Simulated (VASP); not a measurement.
# TaN (P-6m2) in VASP: a series of runs, part 4 of 4

VASP 6.6.1. Earlier steps stand in the parts before.

## (7) Electric field gradients, LDA (equal xx and yy strain of +2 %)

INCAR reads:

```
PREC     = Accurate       # precision mode
ENCUT    = 520            # plane-wave cutoff, eV
EDIFF    = 1E-8           # SCF threshold, eV
ISMEAR   = -1             # smearing method
SIGMA    = 0.02           # smearing width, eV
LREAL    = F              # projectors in reciprocal space
LASPH    = T              # aspherical terms in the spheres
NELM     = 100            # most SCF steps
ALGO     = Normal         # electronic algorithm
ISIF     = 2              # what is computed and relaxed
LWAVE    = F              # write WAVECAR
LCHARG   = F              # write CHGCAR
LEFG     = T            
NBANDS   = 15             # bands
```

KPOINTS reads:

```
regular mesh
0
Gamma
  12 12 10
```

POSCAR reads:

```
TaN
1.0
    2.9967588356      0.0000000000      0.0000000000
   -1.4983794178      2.5952692806      0.0000000000
    0.0000000000      0.0000000000      2.8830000000
Ta N
1 1
Direct
    0.3333333333      0.6666666667      0.5000000000
    0.0000000000      0.0000000000      0.0000000000
```

Potentials or basis: VASP PAW LDA potentials, release 64 (Ta_pv, N).

Command:

```bash
cat potpaw_LDA.64/Ta_pv/POTCAR potpaw_LDA.64/N/POTCAR > POTCAR
mpirun -np 1 vasp_std > vasp.out
```

OUTCAR:

```text
PREC = Accurate
   ENCUT = 520
   EDIFF = 1E-8
   ISMEAR = -1
   LREAL = F
   LASPH = T
   NELM = 100
   ISIF = 2

 ion  position               nearest neighbor table
   1  0.333  0.667  0.500-   2 2.25   2 2.25   2 2.25   2 2.25   2 2.25   2 2.25
   2  0.000  0.000  0.000-   1 2.25   1 2.25   1 2.25   1 2.25   1 2.25   1 2.25

  LATTYP: Found a hexagonal cell.
 ALAT       =     2.9967588356
 C/A-ratio  =     0.9620393759

  Lattice vectors:

 A1 = (   2.9967588356,   0.0000000000,   0.0000000000)
 A2 = (  -1.4983794178,   2.5952692806,   0.0000000000)
 A3 = (   0.0000000000,   0.0000000000,   2.8830000000)

Analysis of symmetry for initial positions (statically):
=====================================================================
 Subroutine PRICEL returns:
 Original cell was already a primitive cell.

 Routine SETGRP: Setting up the symmetry group for a
 hexagonal supercell.

 Subroutine GETGRP returns: Found 12 space group operations
 (whereof 12 operations were pure point group operations)
 out of a pool of 24 trial point group operations.

The static configuration has the point symmetry D_3h.

Analysis of symmetry for dynamics (positions and initial velocities):
=====================================================================
 Subroutine PRICEL returns:
 Original cell was already a primitive cell.

 Routine SETGRP: Setting up the symmetry group for a
 hexagonal supercell.

 Subroutine GETGRP returns: Found 12 space group operations
 (whereof 12 operations were pure point group operations)
 out of a pool of 24 trial point group operations.

The dynamic configuration has the point symmetry D_3h.

 Subroutine INISYM returns: Found 12 space group operations
 (whereof 12 operations are pure point group operations),
 and found     1 'primitive' translations

----------------------------------------------------------------------------------------

                                     Primitive cell

  volume of cell :      22.4222

  direct lattice vectors                    reciprocal lattice vectors
     2.996758836  0.000000000  0.000000000     0.333693852  0.192658235  0.000000000
    -1.498379418  2.595269281  0.000000000     0.000000000  0.385316471  0.000000000
     0.000000000  0.000000000  2.883000000     0.000000000  0.000000000  0.346860909

  length of vectors
     2.996758836  2.996758836  2.883000000     0.385316471  0.385316471  0.346860909

  position of ions in fractional coordinates (direct lattice)
     0.333333333  0.666666667  0.500000000
     0.000000000  0.000000000  0.000000000

  ion indices of the primitive-cell ions
   primitive index   ion index
                 1           1
                 2           2

----------------------------------------------------------------------------------------

 KPOINTS: regular mesh

Automatic generation of k-mesh.
 Grid dimensions read from file:
 generate k-points for:   12   12   10
[... 76 lines left out ...]
   NUPDOWN=      -1.0000    fix difference up-down
   EMIN   =  10.00;   EMAX   =-10.00  energy-range for DOS
   EFERMI =   0.00;   METHOD = LEGACY
   ISMEAR =    -1;   SIGMA  =   0.02  broadening in eV -4-tet -1-fermi 0-gaus
   EFERMI_NEDOS =   21; number of points for ismear=-14 and -15
   IALGO  =     38    algorithm
   IMIX   =      4    mixing-type and parameters
     AMIX     =   0.40;   BMIX     =  1.00
     AMIX_MAG =   1.60;   BMIX_MAG =  1.00
  volume/ion in A,a.u.               =      11.21        75.66
  Fermi-wavevector in a.u.,A,eV,Ry     =   1.462924  2.764526 29.118477  2.140148
  Thomas-Fermi vector in A             =   2.579080
   LORBIT       =      0    0 simple, 1 ext, 2 COOP (PROOUT), +10 PAW based schemes
   GGA     = CA    functional components
   LHFCALC =     F    Hartree Fock is set to
   AEXX    =    0.0000 exact exchange contribution
   IVDW    =     0    specifies the selected vdW correction
   LEPSILON=     F    determine dielectric tensor
   LRPA    =     F    only Hartree local field effects (RPA)
 non-spin polarized calculation
  energy-cutoff  :      520.00
  volume of cell :       22.42
 maximum number of plane-waves:       616
 NGX is ok and might be reduce to    24
   NGX = 11   NGY = 11   NGZ = 11

 number of electron      15.9999997 magnetization

 Free energy of the ion-electron system (eV)
  ---------------------------------------------------
  ext. energy  EPLUGINS =         0.00000000
  ---------------------------------------------------
  free energy    TOTEN  =       -24.60825103 eV

  energy without entropy =      -24.60816291  energy(sigma->0) =      -24.60820697

 E-fermi :   7.7709     XC(G=0): -13.3670

 val. band max:        7.6651807809   @ k =   0.0000   0.0000   0.4000
 cond. band min:       7.7858420370   @ k =   0.3333   0.3333   0.0000
 fundamental gap:      0.1206612561
 Fermi energy:         7.7709129204

 k-point     1 :       0.0000    0.0000    0.0000
  band No.  band energies     occupation
      1     -26.9991      2.00000
      2     -26.8222      2.00000
      3     -26.8222      2.00000
      4      -9.5661      2.00000
      5       3.1722      2.00000
      6       3.1722      2.00000
      7       3.7214      2.00000
      8       4.9923      2.00000
      9       9.6145      0.00000
     10      11.1998      0.00000
     11      11.1998      0.00000
     12      11.4443      0.00000
     13      11.4443      0.00000
     14      19.9463      0.00000
[... 401 lines left out ...]
      2     -26.9955      2.00000
      3     -26.9622      2.00000
      4      -7.9248      2.00000
      5       0.3648      2.00000
      6       2.9594      2.00000
      7       4.0587      2.00000
      8       5.1210      2.00000
      9      10.2330      0.00000
     10      10.4684      0.00000
     11      12.0376      0.00000
     12      12.4377      0.00000
     13      14.4278      0.00000
     14      19.9472      0.00000
     15      20.3819      0.00000

 [... further k-points ...]
[... 5 lines left out ...]
  --------------------------------------------------------------------------------------
  -------------------------------------------------------------------------------------
  Total       -3.4188997     -3.4188997     -2.1852420      0.0000000      0.0000000      0.0000000
  in kB     -244.2969715   -244.2969715   -156.1461410      0.0000000      0.0000000      0.0000000
  external PRESSURE =    -214.9133614 kB  Pullay stress =       0.0000000 kB

 VOLUME and BASIS-vectors are now :
 -----------------------------------------------------------------------------
  energy-cutoff  :      520.00
  volume of cell :       22.42
      direct lattice vectors                 reciprocal lattice vectors
     2.996758836  0.000000000  0.000000000     0.333693852  0.192658235  0.000000000
    -1.498379418  2.595269281  0.000000000     0.000000000  0.385316471  0.000000000
     0.000000000  0.000000000  2.883000000     0.000000000  0.000000000  0.346860909

 POSITION                                       TOTAL-FORCE (eV/Angst)
 -----------------------------------------------------------------------------------
     -0.00000      1.73018      1.44150         0.000000      0.000000      0.000000
      0.00000      0.00000      0.00000        -0.000000      0.000000      0.000000
 -----------------------------------------------------------------------------------
    total drift:                                0.000000     -0.000000     -0.000000

  FREE ENERGIE OF THE ION-ELECTRON SYSTEM (eV)
  ---------------------------------------------------
  free  energy   TOTEN  =       -24.6082510310 eV

  energy  without entropy=      -24.6081629051  energy(sigma->0) =      -24.60820697

 Electric field gradients (V/A^2)
---------------------------------------------------------------------
 ion       V_xx      V_yy      V_zz      V_xy      V_xz      V_yz
---------------------------------------------------------------------
   1      -4.637    -4.638     9.275    -0.000     0.000    -0.000
   2       1.473     1.473    -2.947    -0.000     0.000     0.000
---------------------------------------------------------------------

 Electric field gradients after diagonalization (V/A^2)
 (convention: |V_zz| > |V_xx| > |V_yy|)
----------------------------------------------------------------------
 ion       V_xx      V_yy      V_zz     asymmetry (V_yy - V_xx)/ V_zz
----------------------------------------------------------------------
   1      -4.638    -4.637     9.275       0.000
   2       1.474     1.473    -2.947       0.000
----------------------------------------------------------------------

           NMR quadrupolar parameters

 Cq : quadrupolar parameter    Cq=e*Q*V_zz/h
 eta: asymmetry parameters     (V_yy - V_xx)/ V_zz
 Q  : nuclear electric quadrupole moment in mb (millibarn)
----------------------------------------------------------------------
 ion       Cq(MHz)       eta       Q (mb)
----------------------------------------------------------------------
   1       0.022       0.000       1.000
   2      -0.007       0.000       1.000
----------------------------------------------------------------------
```

It took 43 s on 1 thread of Intel Xeon 8259CL, shared host; peak memory 0.16 GiB.

Results:

```
Free energy                             : -24.6083 eV
Pressure                                : -21.5 GPa
Band gap on the k mesh                  : zero (bands 8 and 9 overlap by 0.42 eV)
Largest electric field gradient by atom : Ta +9.3; N -2.9 V/Å²
```

Stress tensor (GPa, compression positive):
```
-24.43   0.00   0.00
  0.00 -24.43   0.00
  0.00   0.00 -15.61
```

Levels at points of the mesh, in eV from the Fermi level:
```
           k point  band 6  band 7  band 8  band 9  band 10  band 11
(0.00, 0.00, 0.00)   -4.60   -4.05   -2.78    1.84     3.43     3.43
(0.50, 0.00, 0.00)   -4.90   -3.39   -3.23    2.80     3.55     4.77
(0.00, 0.00, 0.50)   -3.83   -3.83   -0.16   -0.16     2.51     2.95
(0.50, 0.00, 0.50)   -6.03   -5.66   -0.36    3.82     4.84     5.76
```

Electric field gradients, principal values (V/Å²):
| atom | least | middle | greatest (by size) |
| --- | --- | --- | --- |
| 1 Ta | -4.637 | -4.638 | 9.275 |
| 2 N | 1.473 | 1.474 | -2.947 |

Caveat: the cell differs from its parent crystal (equal xx and yy strain of +2 %); the cell stands under tension; without QUAD_EFG the Cq values of the log hold for a quadrupole moment of 1 mb, not for the nuclei; spin-orbit coupling is left out, which moves the levels of the heavy elements.

## (8) Overview

| cell | gap on the mesh (eV) | pressure (GPa) |
| --- | --- | --- |
| a = 2.957, b = 2.957, c = 2.902 Å, angles 90.0, 90.0, 120.0°, 2 atoms | none | -16.2 |
| a = 2.967, b = 2.967, c = 2.883 Å, angles 90.0, 90.0, 120.0°, 2 atoms | none | -16.0 |
| a = 2.977, b = 2.977, c = 2.921 Å, angles 90.0, 90.0, 120.0°, 2 atoms | none | -22.0 |
| a = 2.997, b = 2.997, c = 2.883 Å, angles 90.0, 90.0, 120.0°, 2 atoms | none | -21.5 |

Alike in all rows: task electric field gradients; level LDA; potentials or basis VASP PAW LDA potentials, release 64 (Ta_pv, N); no spin polarisation; k mesh 12 × 12 × 10; cutoff (eV) 520; smearing fermi-dirac 0.02 eV.

Caveats: the cell stands under tension; spin-orbit coupling is left out, which moves the levels of the heavy elements.

Absolute energies hang on the potentials; compare differences alone.
